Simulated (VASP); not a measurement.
# Bi2Se3 (R-3m) in VASP: settings compared

Bi2Se3 is run at these levels: LDA, revPBE, RPBE; tasks: single point.

All numbers are computed with VASP 6.6.1; they aren't measurements. Logs are shortened: lines on timing, memory, paths and dates and some standing lists are left out, and cuts for length are marked.

**1. The cell of the first run**

It takes space group R-3m (No. 166, trigonal). Conventional cell: a = 4.170 Å, b = 4.170 Å, c = 28.826 Å, α = 90.00°, β = 90.00°, γ = 120.00°. Bi (site symmetry 3m) has 6 Se at 2.87 to 3.10 Å within 3.8 Å. Within 3.8 Å of Se (site symmetry 3m) lie 3 Bi at 2.87 Å and 3 Se at 3.54 Å. Se (site symmetry -3m) has 6 Bi at 3.10 Å and 12 Se at 4.17 to 4.25 Å within 4.3 Å.

**2. Single point, LDA (28.95 Å³/atom)**

The input, INCAR:

```
  PREC = Accurate
  ENCUT = 520
  EDIFF = 1E-6
  ISMEAR = -1
  SIGMA = 0.05
  LREAL = F
  LASPH = T
  NELM = 60
  ALGO = Normal
  ISIF = 2
  LWAVE = F
  LCHARG = T
  GGA = CA
  LELF = T
  LVHAR = T
  NBANDS = 32
```

The input, KPOINTS:

```
Automatic mesh
0
Gamma
  8 8 8
```

The input, POSCAR:

```
Bi2Se3
1.0
    2.0852189429      1.2039017179      9.6085493036
   -2.0852189429      1.2039017179      9.6085493036
    0.0000000000     -2.4078034360      9.6085493036
Bi Se
2 3
Direct
    0.5992000000      0.5992000000      0.5992000000
    0.4008000000      0.4008000000      0.4008000000
    0.7883000000      0.7883000000      0.7883000000
    0.2117000000      0.2117000000      0.2117000000
    0.0000000000      0.0000000000      0.0000000000
```

Potentials or basis: VASP PAW LDA potentials, release 64 (Bi_d, Se).

Command:

```sh
cat potpaw_LDA.64/Bi_d/POTCAR potpaw_LDA.64/Se/POTCAR > POTCAR
mpirun -np 1 vasp_std > vasp.out
```

OUTCAR:

```text
PREC = Accurate
   ENCUT = 520
   EDIFF = 1E-6
   ISMEAR = -1
   LREAL = F
   LASPH = T
   NELM = 60
   ISIF = 2
   GGA = CA

 ion  position               nearest neighbor table
   1  0.599  0.599  0.599-   4 2.87   4 2.87   4 2.87   5 3.10   5 3.10   5 3.10
   2  0.401  0.401  0.401-   3 2.87   3 2.87   3 2.87   5 3.10   5 3.10   5 3.10
   3  0.788  0.788  0.788-   2 2.87   2 2.87   2 2.87
   4  0.212  0.212  0.212-   1 2.87   1 2.87   1 2.87
   5  0.000  0.000  0.000-   1 3.10   2 3.10   1 3.10   1 3.10   2 3.10   2 3.10

  LATTYP: Found a trigonal (rhomboedric) cell.
 ALAT       =     9.9056416807
 COS(alpha) =     0.9113725833

  Lattice vectors:

 A1 = (   2.0852189429,   1.2039017179,   9.6085493036)
 A2 = (  -2.0852189429,   1.2039017179,   9.6085493036)
 A3 = (   0.0000000000,  -2.4078034360,   9.6085493036)

Analysis of symmetry for initial positions (statically):
=====================================================================
 Subroutine PRICEL returns:
 Original cell was already a primitive cell.

 Routine SETGRP: Setting up the symmetry group for a
 trigonal (rhombohedral) supercell.

 Subroutine GETGRP returns: Found 12 space group operations
 (whereof 12 operations were pure point group operations)
 out of a pool of 12 trial point group operations.

The static configuration has the point symmetry D_3d.

Analysis of symmetry for dynamics (positions and initial velocities):
=====================================================================
 Subroutine PRICEL returns:
 Original cell was already a primitive cell.

 Routine SETGRP: Setting up the symmetry group for a
 trigonal (rhombohedral) supercell.

 Subroutine GETGRP returns: Found 12 space group operations
 (whereof 12 operations were pure point group operations)
 out of a pool of 12 trial point group operations.

The dynamic configuration has the point symmetry D_3d.

 Subroutine INISYM returns: Found 12 space group operations
 (whereof 12 operations are pure point group operations),
 and found     1 'primitive' translations

----------------------------------------------------------------------------------------

                                     Primitive cell

  volume of cell :     144.7277

  direct lattice vectors                    reciprocal lattice vectors
     2.085218943  1.203901718  9.608549304     0.239782974  0.138438765  0.034691328
    -2.085218943  1.203901718  9.608549304    -0.239782974  0.138438765  0.034691328
     0.000000000 -2.407803436  9.608549304     0.000000000 -0.276877529  0.034691328

  length of vectors
     9.905641681  9.905641681  9.905641681     0.279042388  0.279042388  0.279042388

  position of ions in fractional coordinates (direct lattice)
     0.599200000  0.599200000  0.599200000
     0.400800000  0.400800000  0.400800000
     0.788300000  0.788300000  0.788300000
     0.211700000  0.211700000  0.211700000
     0.000000000  0.000000000  0.000000000

  ion indices of the primitive-cell ions
   primitive index   ion index
                 1           1
                 2           2
                 3           3
                 4           4
                 5           5

----------------------------------------------------------------------------------------

 KPOINTS: Automatic mesh

Automatic generation of k-mesh.
 Grid dimensions read from file:
 generate k-points for:    8    8    8

 Generating k-lattice:

  Cartesian coordinates                     Fractional coordinates (reciprocal lattice)
     0.029972872  0.017304846  0.004336416     0.125000000  0.000000000  0.000000000
    -0.029972872  0.017304846  0.004336416     0.000000000  0.125000000  0.000000000
     0.000000000 -0.034609691  0.004336416     0.000000000  0.000000000  0.125000000

  Length of vectors
     0.034880299  0.034880299  0.034880299

  Shift w.r.t. Gamma in fractional coordinates (k-lattice)
     0.000000000  0.000000000  0.000000000

 Subroutine IBZKPT returns following result:
 ===========================================

 Found     65 irreducible k-points:

 Following reciprocal coordinates:
            Coordinates               Weight
  0.000000  0.000000  0.000000      1.000000
  0.125000  0.000000  0.000000      6.000000
  0.250000  0.000000  0.000000      6.000000
  0.375000  0.000000  0.000000      6.000000
  0.500000  0.000000  0.000000      3.000000
  0.125000  0.125000  0.000000      6.000000
[... 16 lines left out ...]
  0.250000  0.125000  0.125000      6.000000
  0.375000  0.125000  0.125000      6.000000
 [... further k-points ...]
   k-points           NKPTS =     65   k-points in BZ     NKDIM =     65   number of bands    NBANDS=     32
   number of dos      NEDOS =    301   number of ions     NIONS =      5
   total plane-waves  NPLWV = 512000
   dimension x,y,z NGX =    80 NGY =   80 NGZ =   80
   dimension x,y,z NGXF=   160 NGYF=  160 NGZF=  160
   ions per type =               2   3
   NGX,Y,Z   is equivalent  to a cutoff of  13.43, 13.43, 13.43 a.u.
   NGXF,Y,Z  is equivalent  to a cutoff of  26.85, 26.85, 26.85 a.u.
 SYSTEM =  unknown system
   PREC   = accura    normal or accurate (medium, high low for compatibility)
   ISTART =      0    job   : 0-new  1-cont  2-samecut
   ICHARG =      2    charge: 1-file 2-atom 10-const
   ISPIN  =      1    spin polarized calculation?
   LNONCOLLINEAR =      F non collinear calculations
   LSORBIT =      F    spin-orbit coupling
   LASPH  =      T    aspherical Exc in radial PAW
   ENCUT  =  520.0 eV  38.22 Ry    6.18 a.u.  18.42 18.42 18.42*2*pi/ulx,y,z
   NELM   =     60;   NELMIN=  2; NELMDL= -5     # of ELM steps
   EDIFF  = 0.1E-05   stopping-criterion for ELM
   LREAL  =      F    real-space projection
   EDIFFG = 0.1E-04   stopping-criterion for IOM
   NSW    =      0    number of steps for IOM
   IBRION =     -1    ionic relax: 0-MD 1-quasi-New 2-CG
   NFREE  =      0    steps in history (QN), initial steepest desc. (CG)
   ISIF   =      2    stress and relaxation
   ISYM   =      2    0-nonsym 1-usesym 2-fastsym
   POTIM  = 0.5000    time-step for ionic-motion
   TEBEG  =    0.0;   TEEND  =   0.0 temperature during run
   PSTRESS=    0.0 pullay stress
   NELECT =      48.0000    total number of electrons
   NUPDOWN=      -1.0000    fix difference up-down
   EMIN   =  10.00;   EMAX   =-10.00  energy-range for DOS
   EFERMI =   0.00;   METHOD = LEGACY
   ISMEAR =    -1;   SIGMA  =   0.05  broadening in eV -4-tet -1-fermi 0-gaus
   EFERMI_NEDOS =   21; number of points for ismear=-14 and -15
   IALGO  =     38    algorithm
   IMIX   =      4    mixing-type and parameters
     AMIX     =   0.40;   BMIX     =  1.00
     AMIX_MAG =   1.60;   BMIX_MAG =  1.00
  volume/ion in A,a.u.               =      28.95       195.33
  Fermi-wavevector in a.u.,A,eV,Ry     =   1.133195  2.141428 17.471662  1.284131
  Thomas-Fermi vector in A             =   2.269897
   LORBIT       =      0    0 simple, 1 ext, 2 COOP (PROOUT), +10 PAW based schemes
   GGA     = CA    functional components
   LHFCALC =     F    Hartree Fock is set to
   AEXX    =    0.0000 exact exchange contribution
   IVDW    =     0    specifies the selected vdW correction
   LEPSILON=     F    determine dielectric tensor
   LRPA    =     F    only Hartree local field effects (RPA)
 non-spin polarized calculation
  energy-cutoff  :      520.00
  volume of cell :      144.73
 maximum number of plane-waves:      3929
 NGX is ok and might be reduce to    80
   NGX = 37   NGY = 37   NGZ = 37

 number of electron      47.9999999 magnetization

 Free energy of the ion-electron system (eV)
  ---------------------------------------------------
  ext. energy  EPLUGINS =         0.00000000
  ---------------------------------------------------
  free energy    TOTEN  =       -23.35833612 eV

  energy without entropy =      -23.35796890  energy(sigma->0) =      -23.35815251

 E-fermi :   4.6625     XC(G=0):  -9.7122

 val. band max:        4.6061485530   @ k =   0.0000   0.0000   0.0000
 cond. band min:       4.7103733345   @ k =   0.0000   0.0000   0.0000
 fundamental gap:      0.1042247815
 Fermi energy:         4.6625482949

 k-point     1 :       0.0000    0.0000    0.0000
  band No.  band energies     occupation
      1     -18.4188      2.00000
      2     -18.4188      2.00000
      3     -18.4171      2.00000
      4     -18.4171      2.00000
      5     -18.4071      2.00000
      6     -18.4047      2.00000
[... 24 lines left out ...]
     31      10.4156      0.00000
     32      11.4538      0.00000

 k-point     2 :       0.1250    0.0000    0.0000
  band No.  band energies     occupation
      1     -18.4210      2.00000
      2     -18.4188      2.00000
      3     -18.4156      2.00000
      4     -18.4139      2.00000
      5     -18.4051      2.00000
      6     -18.4027      2.00000
[... 24 lines left out ...]
     31      10.0452      0.00000
     32      10.6160      0.00000

 k-point     3 :       0.2500    0.0000    0.0000
  band No.  band energies     occupation
      1     -18.4272      2.00000
      2     -18.4241      2.00000
      3     -18.4093      2.00000
      4     -18.4075      2.00000
      5     -18.4055      2.00000
      6     -18.4015      2.00000
[... 24 lines left out ...]
     31       9.1704      0.00000
     32      10.7739      0.00000

 k-point     4 :       0.3750    0.0000    0.0000
  band No.  band energies     occupation
      1     -18.4344      2.00000
      2     -18.4301      2.00000
      3     -18.4090      2.00000
      4     -18.4072      2.00000
      5     -18.4048      2.00000
      6     -18.4039      2.00000
[... 24 lines left out ...]
     31       8.9514      0.00000
     32      10.8372      0.00000

 k-point     5 :       0.5000    0.0000    0.0000
  band No.  band energies     occupation
      1     -18.4375      2.00000
      2     -18.4327      2.00000
      3     -18.4104      2.00000
      4     -18.4072      2.00000
      5     -18.4060      2.00000
      6     -18.4032      2.00000
[... 584 lines left out ...]
     31       9.7074      0.00000
     32      11.3790      0.00000

 k-point    22 :       0.1250    0.1250    0.1250
  band No.  band energies     occupation
      1     -18.4188      2.00000
      2     -18.4188      2.00000
      3     -18.4171      2.00000
      4     -18.4171      2.00000
      5     -18.4071      2.00000
      6     -18.4047      2.00000
[... 24 lines left out ...]
     31      10.4188      0.00000
     32      11.2432      0.00000

 k-point    23 :       0.2500    0.1250    0.1250
  band No.  band energies     occupation
      1     -18.4210      2.00000
      2     -18.4188      2.00000
      3     -18.4156      2.00000
      4     -18.4139      2.00000
      5     -18.4050      2.00000
      6     -18.4028      2.00000
[... 24 lines left out ...]
     31      10.0104      0.00000
     32      10.7987      0.00000

 k-point    24 :       0.3750    0.1250    0.1250
  band No.  band energies     occupation
      1     -18.4272      2.00000
      2     -18.4241      2.00000
      3     -18.4093      2.00000
      4     -18.4075      2.00000
      5     -18.4055      2.00000
      6     -18.4015      2.00000
[... 24 lines left out ...]
     31       9.2556      0.00000
     32      10.8470      0.00000

 [... further k-points ...]
[... 5 lines left out ...]
  --------------------------------------------------------------------------------------
  -------------------------------------------------------------------------------------
  Total       -2.5025734     -2.5025734     -2.5901641      0.0000000      0.0000000     -0.0000000
  in kB      -27.7042012    -27.7042012    -28.6738557      0.0000000      0.0000000     -0.0000000
  external PRESSURE =     -28.0274194 kB  Pullay stress =       0.0000000 kB

 VOLUME and BASIS-vectors are now :
 -----------------------------------------------------------------------------
  energy-cutoff  :      520.00
  volume of cell :      144.73
      direct lattice vectors                 reciprocal lattice vectors
     2.085218943  1.203901718  9.608549304     0.239782974  0.138438765  0.034691328
    -2.085218943  1.203901718  9.608549304    -0.239782974  0.138438765  0.034691328
     0.000000000 -2.407803436  9.608549304     0.000000000 -0.276877529  0.034691328

 POSITION                                       TOTAL-FORCE (eV/Angst)
 -----------------------------------------------------------------------------------
      0.00000     -0.00000     17.27233         0.000000     -0.000000      0.077540
      0.00000     -0.00000     11.55332         0.000000      0.000000     -0.077540
      0.00000     -0.00000     22.72326         0.000000      0.000000     -0.128252
      0.00000     -0.00000      6.10239         0.000000     -0.000000      0.128252
      0.00000      0.00000      0.00000         0.000000     -0.000000     -0.000000
 -----------------------------------------------------------------------------------
    total drift:                                0.000000      0.000000     -0.000000

  FREE ENERGIE OF THE ION-ELECTRON SYSTEM (eV)
  ---------------------------------------------------
  free  energy   TOTEN  =       -23.3583361202 eV

  energy  without entropy=      -23.3579688980  energy(sigma->0) =      -23.35815251
```

It took 17 min on 1 thread of AMD EPYC 9R45 (Zen 5), shared host; peak memory 0.77 GiB.

What came out:

- Free energy: -23.3583 eV
- Pressure: -2.8 GPa
- Largest force: 0.128 eV/Å
- Band gap on the k mesh: 0.10 eV

Forces in eV/Å, atoms in the order of the input:
```
Bi   0.000  0.000  0.078
Bi   0.000  0.000 -0.078
Se   0.000  0.000 -0.128
Se   0.000  0.000  0.128
Se   0.000  0.000  0.000
```

Caveat: spin-orbit coupling is left out, which moves the levels of the heavy elements. A k mesh can miss the band edges.

**3. Single point, LDA (29.51 Å³/atom)**

This run uses another cell than the first one, of 29.51 Å³/atom.

The input, INCAR:

```
SYSTEM = Bi2Se3
  PREC = Accurate
  ENCUT = 520
  EDIFF = 1E-6
  ISMEAR = -1
  SIGMA = 0.05
  LREAL = .FALSE.
  LASPH = .TRUE.
  NELM = 80
  ALGO = Normal
  ISIF = 2
  LWAVE = .FALSE.
  LCHARG = .FALSE.
  GGA = CA
  NBANDS = 32
```

The input, KPOINTS:

```
Automatic mesh
0
G
  8 8 8
  0 0 0
```

Edit POSCAR of step 2 so:

```diff
@@ -2,5 +2,5 @@
 1.0
-    2.0852189429      1.2039017179      9.6085493036
-   -2.0852189429      1.2039017179      9.6085493036
-    0.0000000000     -2.4078034360      9.6085493036
+    2.0987597050      1.2117194806      9.6709442292
+   -2.0987597050      1.2117194806      9.6709442292
+    0.0000000000     -2.4234389614      9.6709442292
 Bi Se
```

Potentials or basis: VASP PAW LDA potentials, release 64 (Bi_d, Se).

Command:

```sh
cat potpaw_LDA.64/Bi_d/POTCAR potpaw_LDA.64/Se/POTCAR > POTCAR
mpirun -np 1 vasp_std > vasp.out
```

OUTCAR:

```text
SYSTEM = Bi2Se3
   PREC = Accurate
   ENCUT = 520
   EDIFF = 1E-6
   ISMEAR = -1
   LREAL = .FALSE.
   LASPH = .TRUE.
   NELM = 80
   ISIF = 2
   GGA = CA

 ion  position               nearest neighbor table
   1  0.599  0.599  0.599-   4 2.89   4 2.89   4 2.89   5 3.12   5 3.12   5 3.12
   2  0.401  0.401  0.401-   3 2.89   3 2.89   3 2.89   5 3.12   5 3.12   5 3.12
   3  0.788  0.788  0.788-   2 2.89   2 2.89   2 2.89
   4  0.212  0.212  0.212-   1 2.89   1 2.89   1 2.89
   5  0.000  0.000  0.000-   1 3.12   1 3.12   2 3.12   2 3.12   1 3.12   2 3.12

  LATTYP: Found a trigonal (rhomboedric) cell.
 ALAT       =     9.9699658316
 COS(alpha) =     0.9113725833

  Lattice vectors:

 A1 = (   2.0987597050,   1.2117194806,   9.6709442292)
 A2 = (  -2.0987597050,   1.2117194806,   9.6709442292)
 A3 = (   0.0000000000,  -2.4234389614,   9.6709442292)

Analysis of symmetry for initial positions (statically):
=====================================================================
 Subroutine PRICEL returns:
 Original cell was already a primitive cell.

 Routine SETGRP: Setting up the symmetry group for a
[... 170 lines left out ...]
  free energy    TOTEN  =       -23.30020130 eV

  energy without entropy =      -23.29984606  energy(sigma->0) =      -23.30002368

 E-fermi :   4.4325     XC(G=0):  -9.6275

 val. band max:        4.3686228785   @ k =   0.0000   0.0000   0.0000
 cond. band min:       4.4864647512   @ k =   0.0000   0.0000   0.0000
 fundamental gap:      0.1178418727
 Fermi energy:         4.4324964338

 k-point     1 :       0.0000    0.0000    0.0000
  band No.  band energies     occupation
      1     -18.6262      2.00000
      2     -18.6262      2.00000
      3     -18.6247      2.00000
      4     -18.6247      2.00000
      5     -18.6164      2.00000
      6     -18.6142      2.00000
[... 829 lines left out ...]
     31       9.0818      0.00000
     32      10.6397      0.00000

 [... further k-points ...]
[... 5 lines left out ...]
  --------------------------------------------------------------------------------------
  -------------------------------------------------------------------------------------
  Total       -3.5023969     -3.5023969     -3.5668086      0.0000000      0.0000000      0.0000000
  in kB      -38.0269076    -38.0269076    -38.7262507      0.0000000      0.0000000      0.0000000
  external PRESSURE =     -38.2600219 kB  Pullay stress =       0.0000000 kB

 VOLUME and BASIS-vectors are now :
 -----------------------------------------------------------------------------
  energy-cutoff  :      520.00
  volume of cell :      147.57
      direct lattice vectors                 reciprocal lattice vectors
     2.098759705  1.211719481  9.670944229     0.238235944  0.137545587  0.034467507
    -2.098759705  1.211719481  9.670944229    -0.238235944  0.137545587  0.034467507
     0.000000000 -2.423438961  9.670944229     0.000000000 -0.275091173  0.034467507

 POSITION                                       TOTAL-FORCE (eV/Angst)
 -----------------------------------------------------------------------------------
      0.00000     -0.00000     17.38449         0.000000     -0.000000      0.022813
      0.00000     -0.00000     11.62834         0.000000      0.000000     -0.022813
      0.00000     -0.00000     22.87082         0.000000      0.000000     -0.264769
      0.00000     -0.00000      6.14202         0.000000     -0.000000      0.264769
      0.00000      0.00000      0.00000         0.000000     -0.000000      0.000000
 -----------------------------------------------------------------------------------
    total drift:                                0.000000      0.000000     -0.000000

  FREE ENERGIE OF THE ION-ELECTRON SYSTEM (eV)
  ---------------------------------------------------
  free  energy   TOTEN  =       -23.3002012993 eV

  energy  without entropy=      -23.2998460606  energy(sigma->0) =      -23.30002368
```

OSZICAR:

```text
N       E                     dE             d eps       ncg     rms          rms(c)
DAV:   1     0.464969653533E+03    0.46497E+03   -0.22674E+04  4168   0.154E+03
DAV:   2     0.311755246006E+02   -0.43379E+03   -0.41571E+03  4240   0.406E+02
DAV:   3    -0.218009027206E+02   -0.52976E+02   -0.50195E+02  5504   0.149E+02
DAV:   4    -0.240733573815E+02   -0.22725E+01   -0.22600E+01  4584   0.326E+01
DAV:   5    -0.241550046886E+02   -0.81647E-01   -0.81636E-01  5896   0.644E+00    0.510E+00
DAV:   6    -0.233138276854E+02    0.84118E+00   -0.10921E+00  5760   0.743E+00    0.312E+00
DAV:   7    -0.233061119553E+02    0.77157E-02   -0.30883E-01  4656   0.240E+00    0.166E+00
DAV:   8    -0.233011469013E+02    0.49651E-02   -0.39094E-02  4840   0.103E+00    0.498E-01
DAV:   9    -0.233002080445E+02    0.93886E-03   -0.27055E-03  5456   0.367E-01    0.110E-01
DAV:  10    -0.233001937366E+02    0.14308E-04   -0.47519E-04  4864   0.131E-01    0.500E-02
DAV:  11    -0.233001973147E+02   -0.35781E-05   -0.72715E-05  4880   0.537E-02    0.252E-02
DAV:  12    -0.233002016464E+02   -0.43317E-05   -0.29070E-05  4080   0.244E-02    0.812E-03
DAV:  13    -0.233002012993E+02    0.34704E-06   -0.18309E-06  3352   0.927E-03
   1 F= -.23300201E+02 E0= -.23300024E+02  d E =-.355239E-03
```

Wall time 16 min (1 thread of AMD EPYC 9R45 (Zen 5), shared host); peak memory 0.77 GiB.

What came out:

- Free energy: -23.3002 eV
- Pressure: -3.8 GPa
- Largest force: 0.265 eV/Å
- Band gap on the k mesh: 0.12 eV

Forces on the atoms (eV/Å):
```
Bi   0.000  0.000  0.023
Bi   0.000  0.000 -0.023
Se   0.000  0.000 -0.265
Se   0.000  0.000  0.265
Se   0.000  0.000  0.000
```

Caveat: the cell stands under tension; spin-orbit coupling is left out, which moves the levels of the heavy elements. A k mesh can miss the band edges.

(Part 1 of 2 ends here.)
